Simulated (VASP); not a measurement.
# CdSe (F-43m) in VASP: further runs

CdSe is run at these levels: r2SCAN; tasks: single point.

Everything below comes from runs of VASP 6.6.1. Logs are shortened: lines on timing, memory, paths and dates and some standing lists are left out, and cuts for length are marked.

**1. The cell of the first run**

The structure is cubic, space group F-43m (No. 216). Conventional cell: a = 6.000 Å, b = 6.000 Å, c = 6.000 Å, α = 90.00°, β = 90.00°, γ = 90.00°. Cd (site symmetry -43m) has 4 Se at 2.60 Å within 3.4 Å. Se (site symmetry -43m) has 4 Cd at 2.60 Å within 3.4 Å.

**2. Single point, r2SCAN**

POSCAR

```
CdSe
1.0
    0.0000000000      2.9998872435      2.9998872435
    2.9998872435      0.0000000000      2.9998872435
    2.9998872435      2.9998872435      0.0000000000
Cd Se
1 1
Direct
    0.0000000000      0.0000000000      0.0000000000
    0.7500000000      0.7500000000      0.7500000000
```

INCAR.step1

```
PREC = Accurate ; ENCUT = 520
ISMEAR = 0 ; SIGMA = 0.01
LREAL = False ; LASPH = True
NELM = 60 ; NBANDS = 16
GGA = PE ; ALGO = Normal
EDIFF = 1E-4 ; LWAVE = True
LCHARG = False
```

INCAR.step2

```
PREC = Accurate ; ENCUT = 520
EDIFF = 1E-7 ; ISMEAR = 0
SIGMA = 0.01 ; LREAL = False
LASPH = True ; NELM = 60
ALGO = Normal ; ISIF = 2
LWAVE = False ; LCHARG = False
METAGGA = R2SCAN ; LMIXTAU = True
NBANDS = 16 ; ISTART = 1
```

KPOINTS

```
regular mesh
0
Gamma
  8 8 8
```

Potentials or basis: VASP PAW PBE potentials, release 64 (Cd, Se).

Launch:

```sh
$ cat potpaw_PBE.64/Cd/POTCAR potpaw_PBE.64/Se/POTCAR > POTCAR
$ cp INCAR.step1 INCAR
$ mpirun -np 1 vasp_std > vasp.out
$ cp INCAR.step2 INCAR
$ mpirun -np 1 vasp_std > vasp.out
```

OUTCAR:

```text
PREC = Accurate
   ENCUT = 520
   EDIFF = 1E-7
   ISMEAR = 0
   LREAL = False
   LASPH = True
   NELM = 60
   ISIF = 2
   METAGGA = R2SCAN
   ISTART = 1

 ion  position               nearest neighbor table
   1  0.000  0.000  0.000-   2 2.60   2 2.60   2 2.60   2 2.60
   2  0.750  0.750  0.750-   1 2.60   1 2.60   1 2.60   1 2.60

  LATTYP: Found a face centered cubic cell.
 ALAT       =     5.9997744870

  Lattice vectors:

 A1 = (   0.0000000000,   2.9998872435,   2.9998872435)
 A2 = (   2.9998872435,   0.0000000000,   2.9998872435)
 A3 = (   2.9998872435,   2.9998872435,   0.0000000000)

Analysis of symmetry for initial positions (statically):
=====================================================================
 Subroutine PRICEL returns:
 Original cell was already a primitive cell.

 Routine SETGRP: Setting up the symmetry group for a
 face centered cubic supercell.

 Subroutine GETGRP returns: Found 24 space group operations
 (whereof 24 operations were pure point group operations)
 out of a pool of 48 trial point group operations.

The static configuration has the point symmetry T_d .

Analysis of symmetry for dynamics (positions and initial velocities):
=====================================================================
 Subroutine PRICEL returns:
 Original cell was already a primitive cell.

 Routine SETGRP: Setting up the symmetry group for a
 face centered cubic supercell.

 Subroutine GETGRP returns: Found 24 space group operations
 (whereof 24 operations were pure point group operations)
 out of a pool of 48 trial point group operations.

The dynamic configuration has the point symmetry T_d .

 Subroutine INISYM returns: Found 24 space group operations
 (whereof 24 operations are pure point group operations),
 and found     1 'primitive' translations

----------------------------------------------------------------------------------------

                                     Primitive cell

  volume of cell :      53.9939

  direct lattice vectors                    reciprocal lattice vectors
     0.000000000  2.999887243  2.999887243    -0.166672931  0.166672931  0.166672931
     2.999887243  0.000000000  2.999887243     0.166672931 -0.166672931  0.166672931
     2.999887243  2.999887243  0.000000000     0.166672931  0.166672931 -0.166672931

  length of vectors
     4.242481225  4.242481225  4.242481225     0.288685985  0.288685985  0.288685985

  position of ions in fractional coordinates (direct lattice)
     0.000000000  0.000000000  0.000000000
     0.750000000  0.750000000  0.750000000

  ion indices of the primitive-cell ions
   primitive index   ion index
                 1           1
                 2           2

----------------------------------------------------------------------------------------

 KPOINTS: regular mesh

Automatic generation of k-mesh.
 Grid dimensions read from file:
 generate k-points for:    8    8    8

 Generating k-lattice:

  Cartesian coordinates                     Fractional coordinates (reciprocal lattice)
    -0.020834116  0.020834116  0.020834116     0.125000000  0.000000000  0.000000000
     0.020834116 -0.020834116  0.020834116     0.000000000  0.125000000  0.000000000
     0.020834116  0.020834116 -0.020834116     0.000000000  0.000000000  0.125000000

  Length of vectors
     0.036085748  0.036085748  0.036085748

  Shift w.r.t. Gamma in fractional coordinates (k-lattice)
     0.000000000  0.000000000  0.000000000

 Subroutine IBZKPT returns following result:
 ===========================================

 Found     29 irreducible k-points:

 Following reciprocal coordinates:
            Coordinates               Weight
  0.000000  0.000000  0.000000      1.000000
  0.125000  0.000000  0.000000      8.000000
  0.250000  0.000000  0.000000      8.000000
  0.375000  0.000000  0.000000      8.000000
  0.500000  0.000000  0.000000      4.000000
  0.125000  0.125000  0.000000      6.000000
[... 16 lines left out ...]
  0.500000  0.250000  0.125000     48.000000
 -0.375000  0.250000  0.125000     24.000000
 [... further k-points ...]
   k-points           NKPTS =     29   k-points in BZ     NKDIM =     29   number of bands    NBANDS=     16
   number of dos      NEDOS =    301   number of ions     NIONS =      2
   total plane-waves  NPLWV =  32768
   dimension x,y,z NGX =    32 NGY =   32 NGZ =   32
   dimension x,y,z NGXF=    64 NGYF=   64 NGZF=   64
   ions per type =               1   1
   NGX,Y,Z   is equivalent  to a cutoff of  12.54, 12.54, 12.54 a.u.
   NGXF,Y,Z  is equivalent  to a cutoff of  25.08, 25.08, 25.08 a.u.
 SYSTEM =  unknown system
   PREC   = accura    normal or accurate (medium, high low for compatibility)
   ISTART =      1    job   : 0-new  1-cont  2-samecut
   ICHARG =      0    charge: 1-file 2-atom 10-const
   ISPIN  =      1    spin polarized calculation?
   LNONCOLLINEAR =      F non collinear calculations
   LSORBIT =      F    spin-orbit coupling
   LASPH  =      T    aspherical Exc in radial PAW
   ENCUT  =  520.0 eV  38.22 Ry    6.18 a.u.   7.89  7.89  7.89*2*pi/ulx,y,z
   NELM   =     60;   NELMIN=  2; NELMDL=  0     # of ELM steps
   EDIFF  = 0.1E-06   stopping-criterion for ELM
   LREAL  =      F    real-space projection
   EDIFFG = 0.1E-05   stopping-criterion for IOM
   NSW    =      0    number of steps for IOM
   IBRION =     -1    ionic relax: 0-MD 1-quasi-New 2-CG
   NFREE  =      0    steps in history (QN), initial steepest desc. (CG)
   ISIF   =      2    stress and relaxation
   ISYM   =      2    0-nonsym 1-usesym 2-fastsym
   POTIM  = 0.5000    time-step for ionic-motion
   TEBEG  =    0.0;   TEEND  =   0.0 temperature during run
   PSTRESS=    0.0 pullay stress
   NELECT =      18.0000    total number of electrons
   NUPDOWN=      -1.0000    fix difference up-down
   EMIN   =  10.00;   EMAX   =-10.00  energy-range for DOS
   EFERMI =   0.00;   METHOD = LEGACY
   ISMEAR =     0;   SIGMA  =   0.01  broadening in eV -4-tet -1-fermi 0-gaus
   EFERMI_NEDOS =   21; number of points for ismear=-14 and -15
   IALGO  =     38    algorithm
   IMIX   =      4    mixing-type and parameters
     AMIX     =   0.40;   BMIX     =  1.00
     AMIX_MAG =   1.60;   BMIX_MAG =  1.00
  volume/ion in A,a.u.               =      27.00       182.18
  Fermi-wavevector in a.u.,A,eV,Ry     =   1.135143  2.145110 17.531795  1.288551
  Thomas-Fermi vector in A             =   2.271848
   LORBIT       =      0    0 simple, 1 ext, 2 COOP (PROOUT), +10 PAW based schemes
   METAGGA = R2SCAN    functional components
   LHFCALC =     F    Hartree Fock is set to
   AEXX    =    0.0000 exact exchange contribution
   IVDW    =     0    specifies the selected vdW correction
   LEPSILON=     F    determine dielectric tensor
   LRPA    =     F    only Hartree local field effects (RPA)
 non-spin polarized calculation
 Gauss-broadening in eV      SIGMA  =   0.01
  energy-cutoff  :      520.00
  volume of cell :       53.99
 maximum number of plane-waves:      1475
   NGX = 15   NGY = 15   NGZ = 15

 number of electron      17.9999992 magnetization

 Free energy of the ion-electron system (eV)
  ---------------------------------------------------
  ext. energy  EPLUGINS =         0.00000000
  ---------------------------------------------------
  free energy    TOTEN  =       -35.86601573 eV

  energy without entropy =      -35.86601573  energy(sigma->0) =      -35.86601573

 E-fermi :   1.0522     XC(G=0):  -9.6271

 val. band max:        0.9819939387   @ k =   0.0000   0.0000   0.0000
 cond. band min:       2.1603453911   @ k =   0.0000   0.0000   0.0000
 fundamental gap:      1.1783514523
 Fermi energy:         1.0521500428

 k-point     1 :       0.0000    0.0000    0.0000
  band No.  band energies     occupation
      1     -12.2890      2.00000
      2      -7.3330      2.00000
      3      -7.3330      2.00000
      4      -7.3330      2.00000
      5      -6.8800      2.00000
      6      -6.8800      2.00000
[... 8 lines left out ...]
     15      12.7285      0.00000
     16      12.7285      0.00000

 k-point     2 :       0.1250    0.0000    0.0000
  band No.  band energies     occupation
      1     -12.2288      2.00000
      2      -7.3127      2.00000
      3      -7.3127      2.00000
      4      -7.2788      2.00000
      5      -6.8810      2.00000
      6      -6.8810      2.00000
[... 8 lines left out ...]
     15      11.8869      0.00000
     16      12.2131      0.00000

 k-point     3 :       0.2500    0.0000    0.0000
  band No.  band energies     occupation
      1     -12.0816      2.00000
      2      -7.2680      2.00000
      3      -7.2680      2.00000
      4      -7.0919      2.00000
      5      -6.8775      2.00000
      6      -6.8775      2.00000
[... 8 lines left out ...]
     15      11.6449      0.00000
     16      11.6632      0.00000

 k-point     4 :       0.3750    0.0000    0.0000
  band No.  band energies     occupation
      1     -11.9325      2.00000
      2      -7.2319      2.00000
      3      -7.2319      2.00000
      4      -6.8629      2.00000
      5      -6.8629      2.00000
      6      -6.7654      2.00000
[... 8 lines left out ...]
     15      12.6472      0.00000
     16      12.6472      0.00000
[... 324 lines left out ...]
 k-point    22 :       0.3750    0.2500    0.1250
  band No.  band energies     occupation
      1     -11.9726      2.00000
      2      -7.2196      2.00000
      3      -7.1952      2.00000
      4      -7.0263      2.00000
      5      -6.8723      2.00000
      6      -6.8302      2.00000
[... 8 lines left out ...]
     15      13.2771      0.00000
     16      14.5400      0.00000

 k-point    23 :       0.5000    0.2500    0.1250
  band No.  band energies     occupation
      1     -11.8544      2.00000
      2      -7.1833      2.00000
      3      -7.1634      2.00000
      4      -6.9368      2.00000
      5      -6.8547      2.00000
      6      -6.6179      2.00000
[... 8 lines left out ...]
     15      13.7457      0.00000
     16      14.3421      0.00000

 k-point    24 :      -0.3750    0.2500    0.1250
  band No.  band energies     occupation
      1     -11.8056      2.00000
      2      -7.1761      2.00000
      3      -7.1489      2.00000
      4      -6.9039      2.00000
      5      -6.8615      2.00000
      6      -6.4424      2.00000
[... 8 lines left out ...]
     15      13.3709      0.00000
     16      14.4514      0.00000

 [... further k-points ...]

------------------------ aborting loop because EDIFF is reached ----------------------------------------

  FORCE on cell =-STRESS in cart. coord.  units (eV):
  Direction    XX          YY          ZZ          XY          YZ          ZX
  --------------------------------------------------------------------------------------
  -------------------------------------------------------------------------------------
  Total        1.4486651      1.4486651      1.4486651     -0.0000000      0.0000000      0.0000000
  in kB       42.9866698     42.9866698     42.9866698     -0.0000000      0.0000000      0.0000000
  external PRESSURE =      42.9866698 kB  Pullay stress =       0.0000000 kB

 VOLUME and BASIS-vectors are now :
 -----------------------------------------------------------------------------
  energy-cutoff  :      520.00
  volume of cell :       53.99
      direct lattice vectors                 reciprocal lattice vectors
     0.000000000  2.999887243  2.999887243    -0.166672931  0.166672931  0.166672931
     2.999887243  0.000000000  2.999887243     0.166672931 -0.166672931  0.166672931
     2.999887243  2.999887243  0.000000000     0.166672931  0.166672931 -0.166672931

 POSITION                                       TOTAL-FORCE (eV/Angst)
 -----------------------------------------------------------------------------------
      0.00000      0.00000      0.00000         0.000000      0.000000      0.000000
      4.49983      4.49983      4.49983        -0.000000     -0.000000     -0.000000
 -----------------------------------------------------------------------------------
    total drift:                                0.000000      0.000000      0.000000

  FREE ENERGIE OF THE ION-ELECTRON SYSTEM (eV)
  ---------------------------------------------------
  free  energy   TOTEN  =       -35.8660157314 eV

  energy  without entropy=      -35.8660157314  energy(sigma->0) =      -35.86601573
```

Run time: 56 s. Hardware: 1 thread of Intel Xeon Platinum 8488C (Sapphire Rapids), shared host; peak memory 0.19 GiB.

Results:

| Property | Result |
| --- | --- |
| Free energy | -35.8660 eV |
| Pressure | 4.3 GPa |
| Band gap on the k mesh | 1.18 eV |

Caveat: the cell stands under pressure; the PAW data sets were made with another functional, which shifts forces and pressure a little.

**3. Single point, r2SCAN**

This run uses another cell than the first one, of 27.83 Å³/atom.

POSCAR

```
CdSe
1.0
    0.0000000000      3.0306045687      3.0306045687
    3.0306045687      0.0000000000      3.0306045687
    3.0306045687      3.0306045687      0.0000000000
Cd Se
1 1
Direct
    0.0000000000      0.0000000000      0.0000000000
    0.7500000000      0.7500000000      0.7500000000
```

INCAR.step1

```
PREC = Accurate
ENCUT = 520
ISMEAR = 0
SIGMA = 0.01
LREAL = F
LASPH = T
NELM = 100
NBANDS = 16
GGA = PE
ALGO = Normal
EDIFF = 1E-4
LWAVE = T
LCHARG = F
```

INCAR.step2

```
PREC = Accurate
ENCUT = 520
EDIFF = 1E-7
ISMEAR = 0
SIGMA = 0.01
LREAL = F
LASPH = T
NELM = 100
ALGO = Normal
ISIF = 2
LWAVE = F
LCHARG = T
METAGGA = R2SCAN
LMIXTAU = T
LELF = T
LVHAR = T
NBANDS = 16
ISTART = 1
```

KPOINTS is that of step 2.

Potentials or basis: VASP PAW PBE potentials, release 64 (Cd, Se).

Launch:

```sh
$ cat potpaw_PBE.64/Cd/POTCAR potpaw_PBE.64/Se/POTCAR > POTCAR
$ cp INCAR.step1 INCAR
$ mpirun -np 1 vasp_std > vasp.out
$ cp INCAR.step2 INCAR
$ mpirun -np 1 vasp_std > vasp.out
```

Wall time 82 s (1 thread of Intel Xeon Platinum 8488C (Sapphire Rapids), shared host); peak memory 0.19 GiB.

The run converged. Its results:

| Property | Result |
| --- | --- |
| Free energy | -35.9002 eV |
| Pressure | 2.3 GPa |
| Band gap on the k mesh | 1.11 eV |

Levels at points of the mesh, in eV from the valence-band top:
| k point | band 6 | band 7 | band 8 | band 9 | band 10 | band 11 | band 12 | band 13 |
| --- | --- | --- | --- | --- | --- | --- | --- | --- |
| (0.00, 0.00, 0.00) | -7.79 | 0.00 | 0.00 | 0.00 | 1.11 | 6.47 | 6.47 | 6.47 |
| (0.50, 0.00, 0.00) | -7.47 | -4.49 | -0.77 | -0.77 | 2.88 | 6.93 | 6.93 | 7.85 |
| (0.50, 0.50, 0.00) | -7.40 | -4.14 | -1.92 | -1.92 | 3.44 | 4.17 | 9.76 | 11.03 |

Caveat: the PAW data sets were made with another functional, which shifts forces and pressure a little.

**4. Single point, r2SCAN**

This run uses another cell than the first one, of 28.32 Å³/atom.

POSCAR

```
CdSe
1.0
    0.0000000000      3.0481588102      3.0481588102
    3.0481588102      0.0000000000      3.0481588102
    3.0481588102      3.0481588102      0.0000000000
Cd Se
1 1
Direct
    0.0000000000      0.0000000000      0.0000000000
    0.7500000000      0.7500000000      0.7500000000
```

INCAR.step1

```
ALGO = Normal
EDIFF = 1E-4
ENCUT = 520
GGA = PE
ISMEAR = 0
LASPH = T
LCHARG = F
LREAL = F
LWAVE = T
NBANDS = 16
NELM = 60
PREC = Accurate
SIGMA = 0.01
```

INCAR.step2

```
ALGO = Normal
EDIFF = 1E-7
ENCUT = 520
ISIF = 2
ISMEAR = 0
ISTART = 1
LASPH = T
LCHARG = F
LMIXTAU = T
LREAL = F
LWAVE = F
METAGGA = R2SCAN
NBANDS = 16
NELM = 60
PREC = Accurate
SIGMA = 0.01
```

KPOINTS

```
k-points
0
Gamma
  8 8 8
```

Potentials or basis: VASP PAW PBE potentials, release 64 (Cd, Se).

Launch:

```sh
$ cat potpaw_PBE.64/Cd/POTCAR potpaw_PBE.64/Se/POTCAR > POTCAR
$ cp INCAR.step1 INCAR
$ mpirun -np 1 vasp_std > vasp.out
$ cp INCAR.step2 INCAR
$ mpirun -np 1 vasp_std > vasp.out
```

OUTCAR:

```text
EDIFF = 1E-7
   ENCUT = 520
   ISIF = 2
   ISMEAR = 0
   ISTART = 1
   LASPH = T
   LREAL = F
   METAGGA = R2SCAN
   NELM = 60
   PREC = Accurate

 ion  position               nearest neighbor table
   1  0.000  0.000  0.000-   2 2.64   2 2.64   2 2.64   2 2.64
   2  0.750  0.750  0.750-   1 2.64   1 2.64   1 2.64   1 2.64

  LATTYP: Found a face centered cubic cell.
 ALAT       =     6.0963176204

  Lattice vectors:

 A1 = (   0.0000000000,   3.0481588102,   3.0481588102)
[... 641 lines left out ...]

------------------------ aborting loop because EDIFF is reached ----------------------------------------

  FORCE on cell =-STRESS in cart. coord.  units (eV):
  Direction    XX          YY          ZZ          XY          YZ          ZX
  --------------------------------------------------------------------------------------
  -------------------------------------------------------------------------------------
  Total        0.4406401      0.4406401      0.4406401      0.0000000     -0.0000000      0.0000000
  in kB       12.4638382     12.4638382     12.4638382      0.0000000     -0.0000000      0.0000000
  external PRESSURE =      12.4638382 kB  Pullay stress =       0.0000000 kB

 VOLUME and BASIS-vectors are now :
 -----------------------------------------------------------------------------
  energy-cutoff  :      520.00
  volume of cell :       56.64
      direct lattice vectors                 reciprocal lattice vectors
     0.000000000  3.048158810  3.048158810    -0.164033448  0.164033448  0.164033448
     3.048158810  0.000000000  3.048158810     0.164033448 -0.164033448  0.164033448
     3.048158810  3.048158810  0.000000000     0.164033448  0.164033448 -0.164033448

 POSITION                                       TOTAL-FORCE (eV/Angst)
 -----------------------------------------------------------------------------------
      0.00000      0.00000      0.00000         0.000000      0.000000     -0.000000
      4.57224      4.57224      4.57224        -0.000000     -0.000000      0.000000
 -----------------------------------------------------------------------------------
    total drift:                                0.000002      0.000002      0.000002

  FREE ENERGIE OF THE ION-ELECTRON SYSTEM (eV)
  ---------------------------------------------------
  free  energy   TOTEN  =       -35.9108987506 eV

  energy  without entropy=      -35.9108987506  energy(sigma->0) =      -35.91089875
```

OUTCAR.step1:

```text
EDIFF = 1E-4
   ENCUT = 520
   GGA = PE
   ISMEAR = 0
   LASPH = T
[... 676 lines left out ...]
 -----------------------------------------------------------------------------------
      0.00000      0.00000      0.00000        -0.000000      0.000000      0.000000
      4.57224      4.57224      4.57224         0.000000     -0.000000     -0.000000
 -----------------------------------------------------------------------------------
    total drift:                                0.000000      0.000000      0.000000

  FREE ENERGIE OF THE ION-ELECTRON SYSTEM (eV)
  ---------------------------------------------------
  free  energy   TOTEN  =        -5.4737449334 eV

  energy  without entropy=       -5.4737449334  energy(sigma->0) =       -5.47374493
```

OSZICAR.step1:

```text
N       E                     dE             d eps       ncg     rms          rms(c)
DAV:   1     0.105984890232E+03    0.10598E+03   -0.87509E+03   944   0.101E+03
DAV:   2    -0.181923918290E+01   -0.10780E+03   -0.10205E+03  1136   0.246E+02
DAV:   3    -0.583282003591E+01   -0.40136E+01   -0.40072E+01  1040   0.494E+01
DAV:   4    -0.584955890250E+01   -0.16739E-01   -0.16738E-01  1240   0.322E+00
DAV:   5    -0.584966452851E+01   -0.10563E-03   -0.10563E-03  1064   0.220E-01    0.614E+00
DAV:   6    -0.549446674960E+01    0.35520E+00   -0.54019E-01  1368   0.879E+00    0.486E+00
DAV:   7    -0.547258050949E+01    0.21886E-01   -0.14469E-01  1064   0.253E+00    0.209E+00
DAV:   8    -0.547350482881E+01   -0.92432E-03   -0.13668E-02  1072   0.142E+00    0.249E-01
DAV:   9    -0.547367743613E+01   -0.17261E-03   -0.14271E-03  1104   0.491E-01    0.460E-02
DAV:  10    -0.547374493339E+01   -0.67497E-04   -0.15199E-04   992   0.156E-01
   1 F= -.54737449E+01 E0= -.54737449E+01  d E =-.228804E-11
```

Run time: 86 s. Hardware: 1 thread of Intel Xeon Platinum 8488C (Sapphire Rapids), shared host; peak memory 0.18 GiB.

Results:

```
Free energy            : -35.9109 eV
Pressure               : 1.2 GPa
Band gap on the k mesh : 1.07 eV
```

Caveat: the PAW data sets were made with another functional, which shifts forces and pressure a little.

(Continued in part 2 of 2.)
